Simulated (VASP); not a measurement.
# BaS in VASP: further runs

The runs below take BaS through single point, relaxation of shape and atoms at fixed volume, with PBEsol.

Everything below comes from runs of VASP 6.6.1. Logs are shortened: lines on timing, memory, paths and dates and some standing lists are left out, and cuts for length are marked.

## 1. The cell of the first run

Symmetry: P3m1, No. 156, trigonal system. The conventional cell has a = 4.376 Å, b = 4.376 Å, c = 7.684 Å, α = 90.00°, β = 90.00°, γ = 120.00°. Ba (site symmetry 3m) has 6 S at 3.13 to 3.22 Å and 2 Ba at 3.76 to 3.92 Å within 4.1 Å. Within 4.2 Å of Ba (site symmetry 3m) lie 6 S at 3.17 Å and 2 Ba at 3.76 to 3.92 Å. S (site symmetry 3m) has 6 Ba at 3.13 to 3.17 Å within 4.1 Å. Within 4.2 Å of S (site symmetry 3m) lie 6 Ba at 3.17 to 3.22 Å.

## 2. Single point, PBEsol (atom 1 (Ba) moved 0.08 Å along z)

INCAR

```
PREC = Accurate
ENCUT = 520
EDIFF = 1E-6
ISMEAR = 0
SIGMA = 0.05
LREAL = False
LASPH = True
NELM = 60
ALGO = Normal
ISIF = 2
LWAVE = False
LCHARG = False
GGA = PS
NBANDS = 24
```

KPOINTS

```
regular mesh
0
Gamma
  8 8 6
```

POSCAR

```
BaS
1.0
    4.3758141704      0.0000000000      0.0000000000
   -2.1879070852      3.7895662338      0.0000000000
    0.0000000000      0.0000000000      7.6836423970
Ba S
2 2
Direct
    0.0000000000      0.0000000000      0.0104117287
    0.0000000000      0.0000000000      0.5000000000
    0.3333333333      0.6666666667      0.2500000000
    0.6666666667      0.3333333333      0.7500000000
```

Potentials or basis: VASP PAW PBE potentials, release 64 (Ba_sv, S).

Started as:

```sh
$ cat potpaw_PBE.64/Ba_sv/POTCAR potpaw_PBE.64/S/POTCAR > POTCAR
$ mpirun -np 1 vasp_std > vasp.out
```

OUTCAR:

```text
PREC = Accurate
   ENCUT = 520
   EDIFF = 1E-6
   ISMEAR = 0
   LREAL = False
   LASPH = True
   NELM = 60
   ISIF = 2
   GGA = PS

 ion  position               nearest neighbor table
   1  0.000  0.000  0.010-   3 3.13   3 3.13   3 3.13   4 3.22   4 3.22   4 3.22   2 3.76   2 3.92

   2  0.000  0.000  0.500-   3 3.17   4 3.17   3 3.17   4 3.17   4 3.17   3 3.17   1 3.76   1 3.92

   3  0.333  0.667  0.250-   1 3.13   1 3.13   1 3.13   2 3.17   2 3.17   2 3.17
   4  0.667  0.333  0.750-   2 3.17   2 3.17   2 3.17   1 3.22   1 3.22   1 3.22

  LATTYP: Found a hexagonal cell.
 ALAT       =     4.3758141704
 C/A-ratio  =     1.7559343468

  Lattice vectors:

 A1 = (   4.3758141704,   0.0000000000,   0.0000000000)
 A2 = (  -2.1879070852,   3.7895662338,   0.0000000000)
 A3 = (   0.0000000000,   0.0000000000,   7.6836423970)

Analysis of symmetry for initial positions (statically):
=====================================================================
 Subroutine PRICEL returns:
 Original cell was already a primitive cell.

 Routine SETGRP: Setting up the symmetry group for a
 hexagonal supercell.

 Subroutine GETGRP returns: Found  6 space group operations
 (whereof  6 operations were pure point group operations)
 out of a pool of 24 trial point group operations.

The static configuration has the point symmetry C_3v.

Analysis of symmetry for dynamics (positions and initial velocities):
=====================================================================
 Subroutine PRICEL returns:
 Original cell was already a primitive cell.

 Routine SETGRP: Setting up the symmetry group for a
 hexagonal supercell.

 Subroutine GETGRP returns: Found  6 space group operations
 (whereof  6 operations were pure point group operations)
 out of a pool of 24 trial point group operations.

The dynamic configuration has the point symmetry C_3v.

 Subroutine INISYM returns: Found  6 space group operations
 (whereof  6 operations are pure point group operations),
 and found     1 'primitive' translations

----------------------------------------------------------------------------------------

                                     Primitive cell

  volume of cell :     127.4135

  direct lattice vectors                    reciprocal lattice vectors
     4.375814170  0.000000000  0.000000000     0.228528900  0.131941222  0.000000000
    -2.187907085  3.789566234  0.000000000     0.000000000  0.263882444  0.000000000
     0.000000000  0.000000000  7.683642397     0.000000000  0.000000000  0.130146609

  length of vectors
     4.375814170  4.375814170  7.683642397     0.263882444  0.263882444  0.130146609

  position of ions in fractional coordinates (direct lattice)
     0.000000000  0.000000000  0.010411729
     0.000000000  0.000000000  0.500000000
     0.333333333  0.666666667  0.250000000
     0.666666667  0.333333333  0.750000000

  ion indices of the primitive-cell ions
   primitive index   ion index
                 1           1
                 2           2
                 3           3
                 4           4

----------------------------------------------------------------------------------------

 KPOINTS: regular mesh

Automatic generation of k-mesh.
 Grid dimensions read from file:
 generate k-points for:    8    8    6

 Generating k-lattice:

  Cartesian coordinates                     Fractional coordinates (reciprocal lattice)
     0.028566113  0.016492653  0.000000000     0.125000000  0.000000000  0.000000000
     0.000000000  0.032985306  0.000000000     0.000000000  0.125000000  0.000000000
     0.000000000  0.000000000  0.021691101     0.000000000  0.000000000  0.166666667

  Length of vectors
     0.032985306  0.032985306  0.021691101

  Shift w.r.t. Gamma in fractional coordinates (k-lattice)
     0.000000000  0.000000000  0.000000000

 Subroutine IBZKPT returns following result:
 ===========================================

 Found     50 irreducible k-points:

 Following reciprocal coordinates:
            Coordinates               Weight
  0.000000  0.000000  0.000000      1.000000
  0.125000  0.000000  0.000000      6.000000
  0.250000  0.000000  0.000000      6.000000
  0.375000  0.000000  0.000000      6.000000
  0.500000  0.000000  0.000000      3.000000
  0.125000  0.125000  0.000000      6.000000
[... 16 lines left out ...]
 -0.125000  0.500000  0.166667     12.000000
  0.250000  0.250000  0.166667     12.000000
 [... further k-points ...]
   k-points           NKPTS =     50   k-points in BZ     NKDIM =     50   number of bands    NBANDS=     24
   number of dos      NEDOS =    301   number of ions     NIONS =      4
   total plane-waves  NPLWV =  77760
   dimension x,y,z NGX =    36 NGY =   36 NGZ =   60
   dimension x,y,z NGXF=    72 NGYF=   72 NGZF=  120
   ions per type =               2   2
   NGX,Y,Z   is equivalent  to a cutoff of  13.68, 13.68, 12.98 a.u.
   NGXF,Y,Z  is equivalent  to a cutoff of  27.35, 27.35, 25.96 a.u.
 SYSTEM =  unknown system
   PREC   = accura    normal or accurate (medium, high low for compatibility)
   ISTART =      0    job   : 0-new  1-cont  2-samecut
   ICHARG =      2    charge: 1-file 2-atom 10-const
   ISPIN  =      1    spin polarized calculation?
   LNONCOLLINEAR =      F non collinear calculations
   LSORBIT =      F    spin-orbit coupling
   LASPH  =      T    aspherical Exc in radial PAW
   ENCUT  =  520.0 eV  38.22 Ry    6.18 a.u.   8.14  8.14 14.29*2*pi/ulx,y,z
   NELM   =     60;   NELMIN=  2; NELMDL= -5     # of ELM steps
   EDIFF  = 0.1E-05   stopping-criterion for ELM
   LREAL  =      F    real-space projection
   EDIFFG = 0.1E-04   stopping-criterion for IOM
   NSW    =      0    number of steps for IOM
   IBRION =     -1    ionic relax: 0-MD 1-quasi-New 2-CG
   NFREE  =      0    steps in history (QN), initial steepest desc. (CG)
   ISIF   =      2    stress and relaxation
   ISYM   =      2    0-nonsym 1-usesym 2-fastsym
   POTIM  = 0.5000    time-step for ionic-motion
   TEBEG  =    0.0;   TEEND  =   0.0 temperature during run
   PSTRESS=    0.0 pullay stress
   NELECT =      32.0000    total number of electrons
   NUPDOWN=      -1.0000    fix difference up-down
   EMIN   =  10.00;   EMAX   =-10.00  energy-range for DOS
   EFERMI =   0.00;   METHOD = LEGACY
   ISMEAR =     0;   SIGMA  =   0.05  broadening in eV -4-tet -1-fermi 0-gaus
   EFERMI_NEDOS =   21; number of points for ismear=-14 and -15
   IALGO  =     38    algorithm
   IMIX   =      4    mixing-type and parameters
     AMIX     =   0.40;   BMIX     =  1.00
     AMIX_MAG =   1.60;   BMIX_MAG =  1.00
  volume/ion in A,a.u.               =      31.85       214.96
  Fermi-wavevector in a.u.,A,eV,Ry     =   1.032887  1.951874 14.515463  1.066856
  Thomas-Fermi vector in A             =   2.167107
   LORBIT       =      0    0 simple, 1 ext, 2 COOP (PROOUT), +10 PAW based schemes
   GGA     = PS    functional components
   LHFCALC =     F    Hartree Fock is set to
   AEXX    =    0.0000 exact exchange contribution
   IVDW    =     0    specifies the selected vdW correction
   LEPSILON=     F    determine dielectric tensor
   LRPA    =     F    only Hartree local field effects (RPA)
 non-spin polarized calculation
 Gauss-broadening in eV      SIGMA  =   0.05
  energy-cutoff  :      520.00
  volume of cell :      127.41
 maximum number of plane-waves:      3446
 NGX is ok and might be reduce to    36
   NGX = 17   NGY = 17   NGZ = 29

 number of electron      31.9999997 magnetization

 Free energy of the ion-electron system (eV)
  ---------------------------------------------------
  ext. energy  EPLUGINS =         0.00000000
  ---------------------------------------------------
  free energy    TOTEN  =       -20.99619526 eV

  energy without entropy =      -20.99619526  energy(sigma->0) =      -20.99619526

 E-fermi :   1.8555     XC(G=0):  -8.9026

 val. band max:        1.5863539844   @ k =   0.0000   0.0000   0.0000
 cond. band min:       3.7200601701   @ k =   0.5000   0.0000   0.0000
 fundamental gap:      2.1337061857
 Fermi energy:         1.8555009788

 k-point     1 :       0.0000    0.0000    0.0000
  band No.  band energies     occupation
      1     -24.7046      2.00000
      2     -24.6080      2.00000
      3     -11.1653      2.00000
      4      -9.7444      2.00000
      5      -9.7444      2.00000
      6      -9.6075      2.00000
[... 16 lines left out ...]
     23       7.0561      0.00000
     24       7.9947      0.00000

 k-point     2 :       0.1250    0.0000    0.0000
  band No.  band energies     occupation
      1     -24.6979      2.00000
      2     -24.6023      2.00000
      3     -11.0975      2.00000
      4     -10.0247      2.00000
      5      -9.7652      2.00000
      6      -9.6890      2.00000
[... 16 lines left out ...]
     23       7.8758      0.00000
     24       7.9289      0.00000

 k-point     3 :       0.2500    0.0000    0.0000
  band No.  band energies     occupation
      1     -24.6818      2.00000
      2     -24.5886      2.00000
      3     -10.9258      2.00000
      4     -10.4191      2.00000
      5      -9.8769      2.00000
      6      -9.8147      2.00000
[... 16 lines left out ...]
     23       7.7824      0.00000
     24       8.2927      0.00000

 k-point     4 :       0.3750    0.0000    0.0000
  band No.  band energies     occupation
      1     -24.6656      2.00000
      2     -24.5748      2.00000
      3     -10.8663      2.00000
      4     -10.5257      2.00000
      5     -10.0541      2.00000
      6      -9.8630      2.00000
[... 16 lines left out ...]
     23       8.4086      0.00000
     24       8.4402      0.00000

 k-point     5 :       0.5000    0.0000    0.0000
  band No.  band energies     occupation
      1     -24.6588      2.00000
      2     -24.5691      2.00000
      3     -10.9326      2.00000
      4     -10.4305      2.00000
      5     -10.1255      2.00000
      6      -9.8827      2.00000
[... 451 lines left out ...]
 k-point    22 :       0.3750    0.1250    0.1667
  band No.  band energies     occupation
      1     -24.6533      2.00000
      2     -24.5749      2.00000
      3     -10.8192      2.00000
      4     -10.4225      2.00000
      5     -10.1694      2.00000
      6      -9.9868      2.00000
[... 16 lines left out ...]
     23       8.0875      0.00000
     24       8.6120      0.00000

 k-point    23 :      -0.1250    0.5000    0.1667
  band No.  band energies     occupation
      1     -24.6533      2.00000
      2     -24.5749      2.00000
      3     -10.8194      2.00000
      4     -10.4220      2.00000
      5     -10.1698      2.00000
      6      -9.9868      2.00000
[... 16 lines left out ...]
     23       8.0985      0.00000
     24       8.6058      0.00000

 k-point    24 :       0.2500    0.2500    0.1667
  band No.  band energies     occupation
      1     -24.6533      2.00000
      2     -24.5749      2.00000
      3     -10.6878      2.00000
      4     -10.5270      2.00000
      5     -10.1677      2.00000
      6     -10.0292      2.00000
[... 16 lines left out ...]
     23       8.1132      0.00000
     24       8.6840      0.00000

 [... further k-points ...]
[... 5 lines left out ...]
  --------------------------------------------------------------------------------------
  -------------------------------------------------------------------------------------
  Total        0.6021910      0.6021910      0.7213721      0.0000000      0.0000000      0.0000000
  in kB        7.5723264      7.5723264      9.0709838      0.0000000      0.0000000      0.0000000
  external PRESSURE =       8.0718789 kB  Pullay stress =       0.0000000 kB

 VOLUME and BASIS-vectors are now :
 -----------------------------------------------------------------------------
  energy-cutoff  :      520.00
  volume of cell :      127.41
      direct lattice vectors                 reciprocal lattice vectors
     4.375814170  0.000000000  0.000000000     0.228528900  0.131941222  0.000000000
    -2.187907085  3.789566234  0.000000000     0.000000000  0.263882444  0.000000000
     0.000000000  0.000000000  7.683642397     0.000000000  0.000000000  0.130146609

 POSITION                                       TOTAL-FORCE (eV/Angst)
 -----------------------------------------------------------------------------------
      0.00000      0.00000      0.08000        -0.000000      0.000000     -0.489852
      0.00000      0.00000      3.84182        -0.000000      0.000000      0.305131
     -0.00000      2.52638      1.92091         0.000000      0.000000      0.103058
      2.18791      1.26319      5.76273        -0.000000     -0.000000      0.081663
 -----------------------------------------------------------------------------------
    total drift:                               -0.000000      0.000000      0.000071

  FREE ENERGIE OF THE ION-ELECTRON SYSTEM (eV)
  ---------------------------------------------------
  free  energy   TOTEN  =       -20.9961952588 eV

  energy  without entropy=      -20.9961952588  energy(sigma->0) =      -20.99619526
```

Wall time 63 s (1 thread of Intel Xeon 6975P-C (Granite Rapids), shared host); peak memory 0.33 GiB.

Results:

* Free energy: -20.9962 eV
* Pressure: 0.8 GPa
* Largest force: 0.490 eV/Å
* Band gap on the k mesh: 2.13 eV (least direct gap 2.15 eV)

Forces on the atoms (eV/Å):
```
Ba   0.000  0.000 -0.490
Ba   0.000  0.000  0.305
S    0.000  0.000  0.103
S    0.000  0.000  0.082
```

Caveat: the cell differs from its parent crystal (atom 1 (Ba) moved 0.08 Å along z); the PAW data sets were made with another functional, which shifts forces and pressure a little; spin-orbit coupling is left out, which moves the levels of the heavy elements.

## 3. Relaxation of shape and atoms at fixed volume, PBEsol (30.58 Å³/atom)

This run uses another cell than the first one, of 30.58 Å³/atom.

INCAR

```
ALGO = Normal
EDIFF = 1E-6
EDIFFG = -0.01
ENCUT = 600
GGA = PS
IBRION = 2
ISIF = 4
ISMEAR = 0
LASPH = True
LCHARG = False
LREAL = False
LWAVE = False
NELM = 60
NSW = 60
PREC = Accurate
SIGMA = 0.05
```

KPOINTS

```
k-points
0
Gamma
  8 8 6
```

POSCAR

```
BaS
1.0
    4.3166742968      0.0000000000      0.0000000000
   -2.1583371484      3.7383496009      0.0000000000
    0.0000000000      0.0000000000      7.5797966617
Ba S
2 2
Direct
    0.0000000000      0.0000000000      0.0000000000
    0.0000000000      0.0000000000      0.5000000000
    0.3333333333      0.6666666667      0.2500000000
    0.6666666667      0.3333333333      0.7500000000
```

Potentials or basis: VASP PAW PBE potentials, release 64 (Ba_sv, S).

Started as:

```sh
$ cat potpaw_PBE.64/Ba_sv/POTCAR potpaw_PBE.64/S/POTCAR > POTCAR
$ mpirun -np 1 vasp_std > vasp.out
```

It took 90 s on 1 thread of Intel Xeon 6975P-C (Granite Rapids), shared host; peak memory 0.33 GiB.

Results (log left out):

```
Free energy               : -20.9595 eV
Energy gained by relaxing : 0.2 meV/atom
Ionic steps               : 3
Pressure after relaxing   : 2.9 GPa
Band gap on the k mesh    : 2.09 eV
```

The path:
```
step  energy change (eV)  largest force (eV/Å)  pressure (GPa)  volume (Å³)
   1              0.0000                0.0000            2.89       122.32
   2             -0.0006                0.0000            2.88       122.32
   3             -0.0008                0.0000            2.87       122.32
```

Final structure:
```xyz
4
Lattice="4.3076 0.0000 0.0000 -2.1538 3.7305 0.0000 0.0000 0.0000 7.6116" Properties=species:S:1:pos:R:3 pbc="T T T"
Ba    0.0000    0.0000    0.0000
Ba    0.0000    0.0000    3.8058
S     0.0000    2.4870    1.9029
S     2.1538    1.2435    5.7087
```

Levels at points of the mesh, in eV from the valence-band top:
```tsv
k point	band 12	band 13	band 14	band 15	band 16	band 17	band 18	band 19	band 20
(0.00, 0.00, 0.00)	-1.11	-1.11	-0.16	0.00	0.00	2.09	3.77	4.02	4.02
(0.50, 0.00, 0.00)	-1.62	-1.26	-0.59	-0.29	-0.11	2.09	3.83	5.69	6.11
(0.00, 0.00, 0.50)	-1.35	-0.63	-0.63	-0.63	-0.63	3.87	3.87	4.73	4.73
(0.50, 0.00, 0.50)	-1.47	-0.93	-0.93	-0.73	-0.73	3.21	3.21	5.93	5.93
```

Caveat: the PAW data sets were made with another functional, which shifts forces and pressure a little; spin-orbit coupling is left out, which moves the levels of the heavy elements.
